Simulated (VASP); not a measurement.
# Br (Pm-3m) in VASP: further runs, part 2 of 2

VASP 6.6.1. The steps go on from the part before.

**3. Single point, PBE (volume scaled by 0.43)**

The input, INCAR:

```
  ALGO = Normal
  EDIFF = 1E-6
  ENCUT = 500
  GGA = PE
  GGA_COMPAT = False
  ISIF = 2
  ISMEAR = -1
  LASPH = True
  LCHARG = False
  LREAL = False
  LWAVE = False
  NBANDS = 10
  NELM = 120
  PREC = Accurate
  SIGMA = 0.1
```

The input, KPOINTS:

```
k-points
0
Gamma
  12 12 12
```

The input, POSCAR:

```
Br
1.0
    2.3438981815      0.0000000000      0.0000000000
    0.0000000000      2.3438981815      0.0000000000
    0.0000000000      0.0000000000      2.3438981815
Br
1
Direct
    0.0000000000      0.0000000000      0.0000000000
```

Potentials or basis: VASP PAW PBE potentials, release 64 (Br).

Launch:

```bash
$ cat potpaw_PBE.64/Br/POTCAR > POTCAR
$ mpirun -np 1 vasp_std > vasp.out
```

OUTCAR:

```text
EDIFF = 1E-6
   ENCUT = 500
   GGA = PE
   ISIF = 2
   ISMEAR = -1
   LASPH = True
   LREAL = False
   NELM = 120
   PREC = Accurate

 ion  position               nearest neighbor table
   1  0.000  0.000  0.000-

  LATTYP: Found a simple cubic cell.
 ALAT       =     2.3438981815

  Lattice vectors:

 A1 = (   2.3438981815,   0.0000000000,   0.0000000000)
 A2 = (   0.0000000000,   2.3438981815,   0.0000000000)
 A3 = (   0.0000000000,   0.0000000000,   2.3438981815)

Analysis of symmetry for initial positions (statically):
=====================================================================
 Subroutine PRICEL returns:
 Original cell was already a primitive cell.

 Routine SETGRP: Setting up the symmetry group for a
 simple cubic supercell.

 Subroutine GETGRP returns: Found 48 space group operations
 (whereof 48 operations were pure point group operations)
 out of a pool of 48 trial point group operations.

The static configuration has the point symmetry O_h .

Analysis of symmetry for dynamics (positions and initial velocities):
=====================================================================
 Subroutine PRICEL returns:
 Original cell was already a primitive cell.

 Routine SETGRP: Setting up the symmetry group for a
 simple cubic supercell.

 Subroutine GETGRP returns: Found 48 space group operations
 (whereof 48 operations were pure point group operations)
 out of a pool of 48 trial point group operations.

The dynamic configuration has the point symmetry O_h .

 Subroutine INISYM returns: Found 48 space group operations
 (whereof 48 operations are pure point group operations),
 and found     1 'primitive' translations

----------------------------------------------------------------------------------------

                                     Primitive cell

  volume of cell :      12.8770

  direct lattice vectors                    reciprocal lattice vectors
     2.343898182  0.000000000  0.000000000     0.426639693  0.000000000  0.000000000
     0.000000000  2.343898182  0.000000000     0.000000000  0.426639693  0.000000000
     0.000000000  0.000000000  2.343898182     0.000000000  0.000000000  0.426639693

  length of vectors
     2.343898182  2.343898182  2.343898182     0.426639693  0.426639693  0.426639693

  position of ions in fractional coordinates (direct lattice)
     0.000000000  0.000000000  0.000000000

  ion indices of the primitive-cell ions
   primitive index   ion index
                 1           1

----------------------------------------------------------------------------------------

 KPOINTS: k-points

Automatic generation of k-mesh.
 Grid dimensions read from file:
 generate k-points for:   12   12   12

 Generating k-lattice:

  Cartesian coordinates                     Fractional coordinates (reciprocal lattice)
     0.035553308  0.000000000  0.000000000     0.083333333  0.000000000  0.000000000
     0.000000000  0.035553308  0.000000000     0.000000000  0.083333333  0.000000000
     0.000000000  0.000000000  0.035553308     0.000000000  0.000000000  0.083333333

  Length of vectors
     0.035553308  0.035553308  0.035553308

  Shift w.r.t. Gamma in fractional coordinates (k-lattice)
     0.000000000  0.000000000  0.000000000

 Subroutine IBZKPT returns following result:
 ===========================================

 Found     84 irreducible k-points:

 Following reciprocal coordinates:
            Coordinates               Weight
  0.000000  0.000000  0.000000      1.000000
  0.083333  0.000000  0.000000      6.000000
  0.166667  0.000000  0.000000      6.000000
  0.250000  0.000000  0.000000      6.000000
  0.333333  0.000000  0.000000      6.000000
  0.416667  0.000000  0.000000      6.000000
[... 16 lines left out ...]
  0.333333  0.333333  0.000000     12.000000
  0.416667  0.333333  0.000000     24.000000
 [... further k-points ...]
   k-points           NKPTS =     84   k-points in BZ     NKDIM =     84   number of bands    NBANDS=     10
   number of dos      NEDOS =    301   number of ions     NIONS =      1
   total plane-waves  NPLWV =   5832
   dimension x,y,z NGX =    18 NGY =   18 NGZ =   18
   dimension x,y,z NGXF=    36 NGYF=   36 NGZF=   36
   ions per type =               1
   NGX,Y,Z   is equivalent  to a cutoff of  12.77, 12.77, 12.77 a.u.
   NGXF,Y,Z  is equivalent  to a cutoff of  25.53, 25.53, 25.53 a.u.
 SYSTEM =  unknown system
   PREC   = accura    normal or accurate (medium, high low for compatibility)
   ISTART =      0    job   : 0-new  1-cont  2-samecut
   ICHARG =      2    charge: 1-file 2-atom 10-const
   ISPIN  =      1    spin polarized calculation?
   LNONCOLLINEAR =      F non collinear calculations
   LSORBIT =      F    spin-orbit coupling
   LASPH  =      T    aspherical Exc in radial PAW
   ENCUT  =  500.0 eV  36.75 Ry    6.06 a.u.   4.27  4.27  4.27*2*pi/ulx,y,z
   NELM   =    120;   NELMIN=  2; NELMDL= -5     # of ELM steps
   EDIFF  = 0.1E-05   stopping-criterion for ELM
   LREAL  =      F    real-space projection
   EDIFFG = 0.1E-04   stopping-criterion for IOM
   NSW    =      0    number of steps for IOM
   IBRION =     -1    ionic relax: 0-MD 1-quasi-New 2-CG
   NFREE  =      0    steps in history (QN), initial steepest desc. (CG)
   ISIF   =      2    stress and relaxation
   ISYM   =      2    0-nonsym 1-usesym 2-fastsym
   POTIM  = 0.5000    time-step for ionic-motion
   TEBEG  =    0.0;   TEEND  =   0.0 temperature during run
   PSTRESS=    0.0 pullay stress
   NELECT =       7.0000    total number of electrons
   NUPDOWN=      -1.0000    fix difference up-down
   EMIN   =  10.00;   EMAX   =-10.00  energy-range for DOS
   EFERMI =   0.00;   METHOD = LEGACY
   ISMEAR =    -1;   SIGMA  =   0.10  broadening in eV -4-tet -1-fermi 0-gaus
   EFERMI_NEDOS =   21; number of points for ismear=-14 and -15
   IALGO  =     38    algorithm
   IMIX   =      4    mixing-type and parameters
     AMIX     =   0.40;   BMIX     =  1.00
     AMIX_MAG =   1.60;   BMIX_MAG =  1.00
  volume/ion in A,a.u.               =      12.88        86.90
  Fermi-wavevector in a.u.,A,eV,Ry     =   1.336089  2.524842 24.288225  1.785134
  Thomas-Fermi vector in A             =   2.464743
   LORBIT       =      0    0 simple, 1 ext, 2 COOP (PROOUT), +10 PAW based schemes
   GGA     = PE    functional components
   LHFCALC =     F    Hartree Fock is set to
   AEXX    =    0.0000 exact exchange contribution
   IVDW    =     0    specifies the selected vdW correction
   LEPSILON=     F    determine dielectric tensor
   LRPA    =     F    only Hartree local field effects (RPA)
 non-spin polarized calculation
  energy-cutoff  :      500.00
  volume of cell :       12.88
 maximum number of plane-waves:       341
 NGX is ok and might be reduce to    18
   NGX =  9   NGY =  9   NGZ =  9

 number of electron       7.0000002 magnetization

 Free energy of the ion-electron system (eV)
  ---------------------------------------------------
  ext. energy  EPLUGINS =         0.00000000
  ---------------------------------------------------
  free energy    TOTEN  =         3.33740182 eV

  energy without entropy =        3.35170048  energy(sigma->0) =        3.34455115

 E-fermi :  14.1271     XC(G=0): -12.7799

 val. band max:       14.1176512734   @ k =   0.5000   0.3333   0.1667
 cond. band min:      14.1913521509   @ k =   0.1667   0.0000   0.0000
 fundamental gap:      0.0737008775
 Fermi energy:        14.1270895061

 k-point     1 :       0.0000    0.0000    0.0000
  band No.  band energies     occupation
      1     -11.3121      2.00000
      2      13.6272      1.98661
      3      13.6272      1.98661
      4      13.6272      1.98661
      5      19.3219      0.00000
      6      19.3219      0.00000
      7      23.6838      0.00000
      8      41.1334      0.00000
      9      41.1334      0.00000
     10      41.1334      0.00000

 k-point     2 :       0.0833    0.0000    0.0000
  band No.  band energies     occupation
      1     -11.1430      2.00000
      2      11.6465      2.00000
      3      13.7718      1.94430
      4      13.7718      1.94430
      5      19.4682      0.00000
      6      20.9116      0.00000
      7      24.5193      0.00000
      8      38.8071      0.00000
      9      38.8071      0.00000
     10      41.2518      0.00000
[... 274 lines left out ...]
 k-point    24 :       0.4167    0.3333    0.0000
  band No.  band energies     occupation
      1      -5.1302      2.00000
      2       2.3550      2.00000
      3       5.4700      2.00000
      4      15.4070      0.00001
      5      18.1702      0.00000
      6      27.2677      0.00000
      7      30.5771      0.00000
      8      32.7612      0.00000
      9      33.0517      0.00000
     10      35.8096      0.00000

 [... further k-points ...]
[... 5 lines left out ...]
  --------------------------------------------------------------------------------------
  -------------------------------------------------------------------------------------
  Total       13.8206792     13.8206792     13.8206792     -0.0000000     -0.0000000      0.0000000
  in kB     1719.5853792   1719.5853792   1719.5853792     -0.0000000     -0.0000000      0.0000000
  external PRESSURE =    1719.5853792 kB  Pullay stress =       0.0000000 kB

 VOLUME and BASIS-vectors are now :
 -----------------------------------------------------------------------------
  energy-cutoff  :      500.00
  volume of cell :       12.88
      direct lattice vectors                 reciprocal lattice vectors
     2.343898182  0.000000000  0.000000000     0.426639693  0.000000000  0.000000000
     0.000000000  2.343898182  0.000000000     0.000000000  0.426639693  0.000000000
     0.000000000  0.000000000  2.343898182     0.000000000  0.000000000  0.426639693

 POSITION                                       TOTAL-FORCE (eV/Angst)
 -----------------------------------------------------------------------------------
      0.00000      0.00000      0.00000         0.000000      0.000000      0.000000
 -----------------------------------------------------------------------------------
    total drift:                                0.000000      0.000000      0.000000

  FREE ENERGIE OF THE ION-ELECTRON SYSTEM (eV)
  ---------------------------------------------------
  free  energy   TOTEN  =         3.3374018233 eV

  energy  without entropy=        3.3517004831  energy(sigma->0) =        3.34455115
```

Run time: 12 s. Hardware: 1 thread of Intel Xeon 8259CL, shared host; peak memory 0.12 GiB.

What came out:

- Free energy: 3.3374 eV
- Pressure: 172.0 GPa

Caveat: an odd number of electrons without spin polarisation forces a metal; a magnetic or distorted state may lie lower.
